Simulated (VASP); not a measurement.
## BaTe: single point with r2SCAN

The system is BaTe.

```
Ba Te
1.0
     0.00000    3.91416    3.91416
     3.91416    0.00000    3.91416
     3.91416    3.91416    0.00000
Ba Te
1 1
Cartesian
  0.0000 0.0000 0.0000
  1.9571 1.9571 1.9571
```

```yaml
Program: VASP 6.6.1
Task: single point
Functional: r2SCAN
Potentials_or_basis: VASP PAW PBE potentials, release 64 (Ba_sv, Te)
Cutoff: 520 eV
k_mesh: 6 × 6 × 6
Occupations: fermi-dirac, width 0.02 eV
Spin: no spin polarisation
Dipole_correction: no
Further_INCAR_settings: ALGO = Normal; EDIFF = 1e-06; NBANDS = 15
```

| Property | Result |
| --- | --- |
| Pressure | 0.2 GPa |
| Band gap on the k mesh | 2.95 eV (least direct gap 3.18 eV) |

Levels at points of the mesh, in eV from the valence-band top:
| k point | band 4 | band 5 | band 6 | band 7 | band 8 | band 9 | band 10 | band 11 | band 12 | band 13 |
| --- | --- | --- | --- | --- | --- | --- | --- | --- | --- | --- |
| (0.00, 0.00, 0.00) | -12.45 | -9.00 | -0.43 | -0.43 | -0.43 | 2.95 | 4.60 | 4.60 | 6.55 | 6.55 |
| (0.50, 0.00, 0.00) | -12.46 | -8.71 | -0.69 | -0.24 | -0.24 | 4.37 | 4.80 | 4.80 | 4.99 | 5.68 |
| (0.50, 0.50, 0.00) | -12.48 | -8.62 | -0.96 | 0.00 | 0.00 | 3.18 | 4.37 | 5.48 | 5.48 | 5.54 |

Wall time 66 s on 1 thread of Intel(R) Xeon(R) 6975P-C (Granite Rapids), on a shared host, peak memory 0.29 GiB.

Caveat: the PAW data sets were made with another functional, which shifts forces and pressure a little; spin-orbit coupling is left out, which moves the levels of the heavy elements. A k mesh can miss the band edges.
